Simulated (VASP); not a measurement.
## CuO: single point with r2SCAN+U

CuO:

```xyz
2
Lattice="0.0000 2.3273 2.3273 2.3273 0.0000 2.3273 2.3273 2.3273 0.0000" Properties=species:S:1:pos:R:3 pbc="T T T"
Cu    0.0000    0.0000    0.0000
O     1.1636    1.1636    1.1636
```

```
Program             : VASP 6.6.1
Task                : single point
Functional          : r2SCAN
Potentials or basis : VASP PAW PBE potentials, release 64 (Cu, O)
Cutoff              : 660 eV
k mesh              : 7 × 7 × 7
Occupations         : gaussian, width 0.05 eV
Spin                : collinear spin, ferromagnetic start
Starting moments    : [1.0, 0.0] μB
Hubbard terms       : Cu d U = 1.0 eV
```

```yaml
Pressure: -13.4 GPa
Band_gap_on_the_k_mesh: zero (filled and empty bands overlap)
Net_moment: 1.00 μB per cell
Site_moments: Cu +0.59; O +0.38 μB
Valence_electrons_inside_the_program's_atomic_spheres: Cu 9.80; O 4.93
```

Levels at points of the mesh, in eV from the Fermi level:
Spin up:
```tsv
k point	band 5	band 6	band 7	band 8	band 9	band 10	band 11	band 12	band 13	band 14
(0.00, 0.00, 0.00)	-2.61	-2.61	-0.10	-0.10	-0.10	1.08	14.53	14.53	14.53	20.61
```
Spin down:
| k point | band 4 | band 5 | band 6 | band 7 | band 8 | band 9 | band 10 | band 11 |
| --- | --- | --- | --- | --- | --- | --- | --- | --- |
| (0.00, 0.00, 0.00) | -4.22 | -2.10 | -2.10 | 1.19 | 1.19 | 1.19 | 1.31 | 14.58 |

Eigenvalues of the final occupation matrices:
```csv
site,spin,trace,eigenvalues
site 1 d,1,4.87,0.97 0.97 0.98 0.98 0.98
site 1 d,2,4.27,0.80 0.80 0.80 0.94 0.94
```

It took 2.5 min on 1 thread of Intel(R) Xeon(R) Platinum 8259CL CPU @ 2.50GHz (Skylake/Cascade Lake) (shared host), peak memory 0.19 GiB.

Caveat: the PAW data sets were made with another functional, which shifts forces and pressure a little; a cell with one magnetic atom can't hold antiferromagnetic order, which such compounds often take. The state reached can hang on the start; a lower one may exist.
